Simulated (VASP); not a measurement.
Write the native input for VASP 6.6.1 that does the following.

- Task: relaxation of cell and atoms
- Functional: PBE
- Potentials or basis: VASP PAW PBE potentials, release 64 (Sc_sv, Al, P)
- Cutoff: 600 eV
- k mesh: 8 × 8 × 8
- Occupations: gaussian, width 0.1 eV
- Spin: no spin polarisation
- Dipole correction: no
- Further INCAR settings: ALGO = Normal; EDIFF = 1e-06; IBRION = 2; EDIFFG = -0.01; NSW = 100; ISIF = 3

The structure of ScAl3P2 lies in POSCAR:

```
ScAl3P2
1.0
    4.8932986009      0.0000000000      0.0000000000
    0.0000000000      4.8932986009      0.0000000000
    0.0000000000      0.0000000000      5.2199884397
Sc Al P
1 3 2
Direct
    0.0000000000      0.0000000000      0.0000000000
    0.5000000000      0.0000000000      0.5000000000
    0.0000000000      0.5000000000      0.5000000000
    0.0000000000      0.0000000000      0.5000000000
    0.5000000000      0.5000000000      0.2096752308
    0.5000000000      0.5000000000      0.7903247692
```

The cell was built from a structure type or drawn by symmetry, and may not be a known phase.

These files were run (other wordings do the same):

INCAR

```
PREC     = Accurate       # precision mode
ENCUT    = 600            # plane-wave cutoff, eV
EDIFF    = 1E-6           # SCF threshold, eV
ISMEAR   = 0              # smearing method
SIGMA    = 0.1            # smearing width, eV
LREAL    = False          # projectors in reciprocal space
LASPH    = True           # aspherical terms in the spheres
NELM     = 60             # most SCF steps
ALGO     = Normal         # electronic algorithm
ISIF     = 3              # what is computed and relaxed
LWAVE    = False          # write WAVECAR
LCHARG   = False          # write CHGCAR
GGA      = PE             # functional
IBRION   = 2              # ionic algorithm
NSW      = 100            # ionic steps
EDIFFG   = -0.01          # ionic threshold
```

KPOINTS

```
Automatic mesh
0
Gamma
  8 8 8
```

Potentials or basis: VASP PAW PBE potentials, release 64 (Sc_sv, Al, P).

Launch:

```sh
$ cat potpaw_PBE.64/Sc_sv/POTCAR potpaw_PBE.64/Al/POTCAR potpaw_PBE.64/P/POTCAR > POTCAR
$ mpirun -np 1 vasp_std > vasp.out
```

It gave:

The relaxed volume is 20.78 Å³/atom and the relaxed cell is a = 4.884 Å, b = 4.884 Å, c = 5.226 Å, α = 90.00°, β = 90.00°, γ = 90.00°. The space group after relaxing (to 0.1 Å) is P4/mmm (No. 123). The energy gained by relaxing is 0.1 meV/atom and the ionic steps are 4. The pressure after relaxing is 0.0 GPa, the largest force after relaxing is 0.004 eV/Å and the band gap on the k mesh is zero (bands 15 and 16 overlap by 1.68 eV).

It took 4.2 min on 1 thread of AMD EPYC 9R45 96-Core Processor (Zen 5), on a shared host, peak memory 0.39 GiB.
